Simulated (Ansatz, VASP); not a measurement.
Two plane-wave programs on W

```
W
1.0
    -1.59730    1.61223    1.61223
     1.59730   -1.58237    1.58237
     1.59730    1.58237   -1.58237
W
1
Cartesian
  0.0000 0.0000 0.0000
```

Change from the starting cell: strain +0.0187 x Voigt [0, 0, 0, 1, 0, 0], atoms carried along.

Alike in both runs: task single point; functional PBEsol; k mesh 20 × 20 × 20; occupations gaussian, width 0.15 eV; no spin polarisation.

|  | VASP | Ansatz |
| --- | --- | --- |
| version | VASP 6.6.1 | Ansatz 0.2.0 |
| potentials or method | VASP PAW PBE potentials, release 64 (W_sv), cutoff 520 eV | scalar-relativistic, plane waves, PAW |
| valence electrons in the cell | 14 | 14 |

|  | VASP | Ansatz | Ansatz less VASP |
| --- | --- | --- | --- |
| gap on the k mesh at the Fermi level (eV) | none | none | - |
| pressure (GPa) | -10.9 | -11.4 | -0.50 |
| traceless stress, the component that is largest in VASP (GPa) | -2.62 | -2.58 | +0.039 |

VASP's potentials were made for PBE, not for PBEsol. A gap of «none» marks a metal or a gap that the smearing closes. The functional is the same, so the differences come from potentials, cutoffs and numerics.

Spin-orbit coupling is off throughout.
